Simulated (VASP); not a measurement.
# Li16H (a cell with a defect) in VASP: notebook

The runs below take Li16H (a cell with a defect) through single point, with PBE.

Program: VASP 6.6.1. These are calculated values, not measurements. Logs are shortened: lines on timing, memory, paths and dates and some standing lists are left out, and cuts for length are marked.

## 1. The cell of the first run

The cell holds a defect, 17 atoms: a = 6.980 Å, b = 6.980 Å, c = 6.980 Å, α = 90.00°, β = 90.00°, γ = 90.00°.

## 2. Single point, PBE

The input, INCAR:

```
PREC = Accurate
ENCUT = 520
EDIFF = 1E-6
ISMEAR = -1
SIGMA = 0.05
LREAL = Auto
LASPH = True
NELM = 80
ALGO = Normal
ISIF = 2
LWAVE = False
LCHARG = True
GGA = PE
LELF = True
LVHAR = True
NBANDS = 38
```

The input, KPOINTS:

```
Automatic mesh
0
Gamma
  4 4 4
```

The input, POSCAR:

```
Li16H
1.0
    6.9800000000      0.0000000000      0.0000000000
    0.0000000000      6.9800000000      0.0000000000
    0.0000000000      0.0000000000      6.9800000000
Li H
16 1
Direct
   -0.0029296562     -0.0000147564      0.0287786533
    0.5206224928     -0.0000071633     -0.0152232092
    0.0088452722      0.4999780802      0.0101776504
   -0.0022567335     -0.0000207736      0.4710879656
    0.2538393983      0.2248517192      0.2509197708
    0.4836236390      0.4999932665     -0.0101323782
    0.5204775072     -0.0000078797      0.5146587393
    0.7283100287      0.2657613181      0.2504091691
    0.0091242120      0.4999752149      0.4898825215
    0.2538216332      0.7751554441      0.2509256447
    0.2396415473      0.2393001433      0.7511902579
    0.4839916905      0.4999911175      0.5110280802
    0.7283070201      0.7342449857      0.2504097421
    0.7675203438      0.2574260745      0.7503561605
    0.2396328080      0.7607010029      0.7511934097
    0.7675101719      0.7425532951      0.7503583095
    0.1286681948      0.0000232092      0.2488878223
```

Potentials or basis: VASP PAW PBE potentials, release 64 (Li_sv, H).

Started as:

```sh
> cat potpaw_PBE.64/Li_sv/POTCAR potpaw_PBE.64/H/POTCAR > POTCAR
> mpirun -np 1 vasp_std > vasp.out
```

OUTCAR:

```text
PREC = Accurate
   ENCUT = 520
   EDIFF = 1E-6
   ISMEAR = -1
   LREAL = Auto
   LASPH = True
   NELM = 80
   ISIF = 2
   GGA = PE

 ion  position               nearest neighbor table
   1  0.997  1.000  0.029-
   2  0.521  1.000  0.985-
   3  0.009  0.500  0.010-
   4  0.998  1.000  0.471-
   5  0.254  0.225  0.251-
   6  0.484  0.500  0.990-
[... 9 lines left out ...]
  16  0.768  0.743  0.750-
  17  0.129  0.000  0.249-

  LATTYP: Found a simple cubic cell.
 ALAT       =     6.9800000000

  Lattice vectors:

 A1 = (   6.9800000000,   0.0000000000,   0.0000000000)
 A2 = (   0.0000000000,   6.9800000000,   0.0000000000)
 A3 = (   0.0000000000,   0.0000000000,   6.9800000000)

Analysis of symmetry for initial positions (statically):
=====================================================================
 Subroutine PRICEL returns:
 Original cell was already a primitive cell.

 Routine SETGRP: Setting up the symmetry group for a
 simple cubic supercell.

 Subroutine GETGRP returns: Found  1 space group operations
 (whereof  1 operations were pure point group operations)
 out of a pool of 48 trial point group operations.

The static configuration has the point symmetry C_1 .

Analysis of symmetry for dynamics (positions and initial velocities):
=====================================================================
 Subroutine PRICEL returns:
 Original cell was already a primitive cell.

 Routine SETGRP: Setting up the symmetry group for a
 simple cubic supercell.

 Subroutine GETGRP returns: Found  1 space group operations
 (whereof  1 operations were pure point group operations)
 out of a pool of 48 trial point group operations.

The dynamic configuration has the point symmetry C_1 .

 Subroutine INISYM returns: Found  1 space group operations
 (whereof  1 operations are pure point group operations),
 and found     1 'primitive' translations

----------------------------------------------------------------------------------------

[... 118 lines left out ...]
   LSORBIT =      F    spin-orbit coupling
   LASPH  =      T    aspherical Exc in radial PAW
   ENCUT  =  520.0 eV  38.22 Ry    6.18 a.u.  12.98 12.98 12.98*2*pi/ulx,y,z
   NELM   =     80;   NELMIN=  2; NELMDL= -5     # of ELM steps
   EDIFF  = 0.1E-05   stopping-criterion for ELM
   LREAL  =      T    real-space projection
   EDIFFG = 0.1E-04   stopping-criterion for IOM
   NSW    =      0    number of steps for IOM
   IBRION =     -1    ionic relax: 0-MD 1-quasi-New 2-CG
   NFREE  =      0    steps in history (QN), initial steepest desc. (CG)
   ISIF   =      2    stress and relaxation
   ISYM   =      2    0-nonsym 1-usesym 2-fastsym
   POTIM  = 0.5000    time-step for ionic-motion
   TEBEG  =    0.0;   TEEND  =   0.0 temperature during run
   PSTRESS=    0.0 pullay stress
   NELECT =      49.0000    total number of electrons
   NUPDOWN=      -1.0000    fix difference up-down
   EMIN   =  10.00;   EMAX   =-10.00  energy-range for DOS
   EFERMI =   0.00;   METHOD = LEGACY
   ISMEAR =    -1;   SIGMA  =   0.05  broadening in eV -4-tet -1-fermi 0-gaus
   EFERMI_NEDOS =   21; number of points for ismear=-14 and -15
   IALGO  =     38    algorithm
   IMIX   =      4    mixing-type and parameters
     AMIX     =   0.40;   BMIX     =  1.00
     AMIX_MAG =   1.60;   BMIX_MAG =  1.00
  volume/ion in A,a.u.               =      20.00       134.99
  Fermi-wavevector in a.u.,A,eV,Ry     =   0.858258  1.621873 10.022155  0.736608
  Thomas-Fermi vector in A             =   1.975436
   LORBIT       =      0    0 simple, 1 ext, 2 COOP (PROOUT), +10 PAW based schemes
   GGA     = PE    functional components
   LHFCALC =     F    Hartree Fock is set to
   AEXX    =    0.0000 exact exchange contribution
   IVDW    =     0    specifies the selected vdW correction
   LEPSILON=     F    determine dielectric tensor
   LRPA    =     F    only Hartree local field effects (RPA)
 non-spin polarized calculation
  energy-cutoff  :      520.00
  volume of cell :      340.07
 maximum number of plane-waves:      9183
 NGX is ok and might be reduce to    54
   NGX = 25   NGY = 25   NGZ = 25

 number of electron      48.9999972 magnetization

 Free energy of the ion-electron system (eV)
  ---------------------------------------------------
  ext. energy  EPLUGINS =         0.00000000
  ---------------------------------------------------
  free energy    TOTEN  =       -34.22352706 eV

  energy without entropy =      -34.13391717  energy(sigma->0) =      -34.17872211

 E-fermi :   0.5431     XC(G=0):  -6.9631

 val. band max:        0.5427504169   @ k =   0.2500   0.0000   0.5000
 cond. band min:       0.5444990457   @ k =  -0.2500   0.5000   0.0000
 fundamental gap:      0.0017486287
 Fermi energy:         0.5431248928

 k-point     1 :       0.0000    0.0000    0.0000
  band No.  band energies     occupation
      1     -46.1432      2.00000
      2     -46.1398      2.00000
      3     -46.1296      2.00000
      4     -46.1287      2.00000
      5     -46.0831      2.00000
      6     -46.0781      2.00000
[... 925 lines left out ...]
     35       3.6858      0.00000
     36       4.2215      0.00000

 [... further k-points ...]

 [bands above 36 left out]

------------------------ aborting loop because EDIFF is reached ----------------------------------------

  FORCE on cell =-STRESS in cart. coord.  units (eV):
  Direction    XX          YY          ZZ          XY          YZ          ZX
  --------------------------------------------------------------------------------------
  -------------------------------------------------------------------------------------
  Total       -1.3311342     -1.2409293     -1.1912387      0.0003073     -0.0002347      0.0118565
  in kB       -6.2714241     -5.8464380     -5.6123288      0.0014476     -0.0011057      0.0558601
  external PRESSURE =      -5.9100636 kB  Pullay stress =       0.0000000 kB

 VOLUME and BASIS-vectors are now :
 -----------------------------------------------------------------------------
  energy-cutoff  :      520.00
  volume of cell :      340.07
      direct lattice vectors                 reciprocal lattice vectors
     6.980000000  0.000000000  0.000000000     0.143266476  0.000000000  0.000000000
     0.000000000  6.980000000  0.000000000     0.000000000  0.143266476  0.000000000
     0.000000000  0.000000000  6.980000000     0.000000000  0.000000000  0.143266476

 POSITION                                       TOTAL-FORCE (eV/Angst)
 -----------------------------------------------------------------------------------
      6.95955      6.97990      0.20088        -0.013928      0.000332     -0.017743
      3.63394      6.97995      6.87374        -0.009911     -0.000043     -0.002493
      0.06174      3.48985      0.07104        -0.007410      0.000914      0.003058
      6.96425      6.97986      3.28819        -0.011272      0.000083      0.013902
      1.77180      1.56947      1.75142         0.012041      0.002486     -0.010105
      3.37569      3.48995      6.90928        -0.001875     -0.000014      0.004196
[... 9 lines left out ...]
      5.35722      5.18302      5.23750         0.005868     -0.005574     -0.003638
      0.89810      0.00016      1.73724         0.001660     -0.000508      0.025096
 -----------------------------------------------------------------------------------
    total drift:                               -0.008621      0.000700     -0.000454

  FREE ENERGIE OF THE ION-ELECTRON SYSTEM (eV)
  ---------------------------------------------------
  free  energy   TOTEN  =       -34.2235270576 eV

  energy  without entropy=      -34.1339171720  energy(sigma->0) =      -34.17872211
```

OSZICAR:

```text
N       E                     dE             d eps       ncg     rms          rms(c)
DAV:   1     0.276920854233E+03    0.27692E+03   -0.20956E+04  2784   0.126E+03
DAV:   2     0.389050614945E+02   -0.23802E+03   -0.22243E+03  2792   0.339E+02
DAV:   3    -0.199516168116E+02   -0.58857E+02   -0.57200E+02  5032   0.844E+01
DAV:   4    -0.322947443140E+02   -0.12343E+02   -0.12186E+02  4622   0.647E+01
DAV:   5    -0.351379790591E+02   -0.28432E+01   -0.28419E+01  4936   0.186E+01    0.415E+00
DAV:   6    -0.343777575550E+02    0.76022E+00   -0.13835E+00  3560   0.555E+00    0.184E+00
DAV:   7    -0.342162211941E+02    0.16154E+00   -0.62438E-01  4060   0.215E+00    0.484E-01
DAV:   8    -0.342224341293E+02   -0.62129E-02   -0.76308E-02  4136   0.803E-01    0.236E-01
DAV:   9    -0.342234172444E+02   -0.98312E-03   -0.14043E-02  4008   0.358E-01    0.125E-01
DAV:  10    -0.342235031918E+02   -0.85947E-04   -0.32307E-03  3962   0.148E-01    0.335E-02
DAV:  11    -0.342235408673E+02   -0.37675E-04   -0.52444E-04  4744   0.609E-02    0.190E-02
DAV:  12    -0.342235294113E+02    0.11456E-04   -0.21915E-05  3936   0.219E-02    0.680E-03
DAV:  13    -0.342235273433E+02    0.20680E-05   -0.11217E-05  3888   0.128E-02    0.174E-03
DAV:  14    -0.342235270576E+02    0.28569E-06   -0.15471E-06  2682   0.531E-03
   1 F= -.34223527E+02 E0= -.34178722E+02  d E =-.896099E-01
```

stdout:

```text
POSCAR found type information on POSCAR LiH
 POSCAR found :  2 types and      17 ions
 scaLAPACK will be used
 LDA part: xc-table for (Slater+PW92), standard interpolation
 POSCAR, INCAR and KPOINTS ok, starting setup
 FFT: planning ... GRIDC
 FFT: planning ... GRID_SOFT
 FFT: planning ... GRID
 WAVECAR not read
 entering main loop
```

Run time: 4.8 min. Hardware: 1 thread of AMD EPYC 9R45 (Zen 5), shared host; peak memory 0.5 GiB.

What came out:

```yaml
Free_energy: -34.2235 eV
Largest_force: 0.025 eV/Å
Band_gap_on_the_k_mesh: zero (an odd number of electrons rules out a gap without spin polarisation)
```

Forces on the atoms (eV/Å):
```
Li  -0.014  0.000 -0.018
Li  -0.010  0.000 -0.002
Li  -0.007  0.001  0.003
Li  -0.011  0.000  0.014
Li   0.012  0.002 -0.010
Li  -0.002  0.000  0.004
Li  -0.009  0.000  0.020
Li   0.008  0.005 -0.003
Li  -0.008  0.000  0.008
Li   0.012 -0.003 -0.010
Li   0.008  0.002 -0.010
Li  -0.008  0.000  0.001
Li   0.008 -0.005 -0.003
Li   0.006  0.006 -0.003
Li   0.008 -0.003 -0.010
Li   0.006 -0.006 -0.004
H    0.002 -0.001  0.025
```

Levels at points of the mesh, in eV from the Fermi level:
```csv
k point,band 20,band 21,band 22,band 23,band 24,band 25,band 26,band 27,band 28,band 29
"(0.00, 0.00, 0.00)",-1.16,-1.16,-1.15,-1.10,-0.39,0.21,0.24,0.25,0.25,0.26
"(0.50, 0.00, 0.00)",-0.66,-0.66,-0.65,-0.62,-0.62,-0.62,-0.58,0.26,1.00,1.02
"(0.00, 0.50, 0.00)",-0.70,-0.67,-0.65,-0.62,-0.61,-0.60,-0.57,0.50,0.98,1.02
"(0.00, 0.00, 0.50)",-0.70,-0.67,-0.65,-0.62,-0.61,-0.60,-0.57,0.48,0.98,1.02
"(0.50, 0.50, 0.00)",-2.33,-1.44,-0.19,-0.13,-0.10,-0.10,0.02,0.04,0.06,1.21
"(0.00, 0.50, 0.50)",-2.33,-1.43,-0.16,-0.07,-0.06,-0.05,-0.03,-0.02,0.03,0.98
"(0.50, 0.00, 0.50)",-2.33,-1.45,-0.19,-0.13,-0.11,-0.11,0.03,0.05,0.07,1.21
"(0.50, 0.50, 0.50)",-1.79,-1.75,-1.74,-1.74,-1.74,0.16,2.33,2.34,2.40,2.41
```

Caveat: the cutoff is under 1.25 times the usual one of these potentials, so pressure, stress and relaxed cells hold a basis-set (Pulay) error.

## 3. Single point, PBE

The input, INCAR:

```
PREC = Accurate
ENCUT = 520
EDIFF = 1E-6
ISMEAR = -1
SIGMA = 0.05
LREAL = Auto
LASPH = True
NELM = 100
ALGO = Normal
ISIF = 2
LWAVE = False
LCHARG = False
GGA = PE
NBANDS = 38
```

The input, KPOINTS:

```
regular mesh
0
Gamma
  4 4 4
```

The input, POSCAR:

```
Li16H
1.0
    6.9800000000      0.0000000000      0.0000000000
    0.0000000000      6.9800000000      0.0000000000
    0.0000000000      0.0000000000      6.9800000000
Li H
16 1
Direct
    0.0301730659      0.0010346705     -0.0012584527
    0.4698541547      0.0009590258     -0.0014732092
    0.0092806590      0.5011775072      0.0076561605
   -0.0138795129      0.0004555874      0.5190839542
    0.2496517192      0.2274017192      0.2535277937
    0.4906522923      0.5011494269      0.0076077364
    0.5140366762      0.0004446991      0.5191391117
    0.7496017192      0.2396402579      0.2390687679
   -0.0120224928      0.5004942693      0.4851260745
    0.2497213467      0.7721876791      0.2545732092
    0.2498414040      0.2658712034      0.7283090258
    0.5117561605      0.5004757880      0.4850444126
    0.7496416905      0.7603406877      0.2395972779
    0.7498603152      0.2555542980      0.7675426934
    0.2498465616      0.7341287966      0.7286666189
    0.7498868195      0.7456401146      0.7680464183
    0.2503886819     -0.0012435530      0.1327964183
```

Potentials or basis: VASP PAW PBE potentials, release 64 (Li_sv, H).

Started as:

```sh
> cat potpaw_PBE.64/Li_sv/POTCAR potpaw_PBE.64/H/POTCAR > POTCAR
> mpirun -np 1 vasp_std > vasp.out
```

It took 5.7 min on 1 thread of AMD EPYC 9R45 (Zen 5), shared host; peak memory 0.5 GiB.

Results (log left out):

| Quantity | Value |
| --- | --- |
| Free energy | -34.2229 eV |
| Largest force | 0.027 eV/Å |
| Band gap on the k mesh | zero (an odd number of electrons rules out a gap without spin polarisation) |

Forces in eV/Å, atoms in the order of the input:
```
Li  -0.016 -0.011 -0.012
Li   0.017 -0.009 -0.012
Li  -0.005 -0.014 -0.006
Li  -0.014 -0.004 -0.006
Li   0.003 -0.002  0.012
Li   0.002 -0.013 -0.006
Li   0.008 -0.003 -0.006
Li   0.003  0.010  0.008
Li   0.002 -0.005 -0.008
Li   0.002  0.005  0.010
Li   0.002  0.011  0.008
Li  -0.004 -0.004 -0.006
Li   0.004  0.004  0.007
Li   0.001  0.010  0.007
Li   0.001  0.004  0.004
Li   0.001 -0.003  0.002
H   -0.009  0.025  0.003
```

Levels at points of the mesh, in eV from the Fermi level:
| k point | band 22 | band 23 | band 24 | band 25 | band 26 | band 27 |
| --- | --- | --- | --- | --- | --- | --- |
| (0.00, 0.00, 0.00) | -1.15 | -1.10 | -0.39 | 0.21 | 0.24 | 0.25 |
| (0.50, 0.00, 0.00) | -0.65 | -0.62 | -0.61 | -0.60 | -0.57 | 0.47 |
| (0.00, 0.50, 0.00) | -0.65 | -0.62 | -0.61 | -0.60 | -0.57 | 0.50 |
| (0.00, 0.00, 0.50) | -0.65 | -0.63 | -0.62 | -0.62 | -0.59 | 0.26 |
| (0.50, 0.50, 0.00) | -0.16 | -0.07 | -0.07 | -0.05 | -0.03 | -0.01 |
| (0.00, 0.50, 0.50) | -0.18 | -0.13 | -0.10 | -0.09 | 0.02 | 0.03 |
| (0.50, 0.00, 0.50) | -0.19 | -0.13 | -0.11 | -0.11 | 0.03 | 0.05 |
| (0.50, 0.50, 0.50) | -1.74 | -1.74 | -1.74 | 0.17 | 2.33 | 2.35 |

Caveat: the cutoff is under 1.25 times the usual one of these potentials, so pressure, stress and relaxed cells hold a basis-set (Pulay) error.
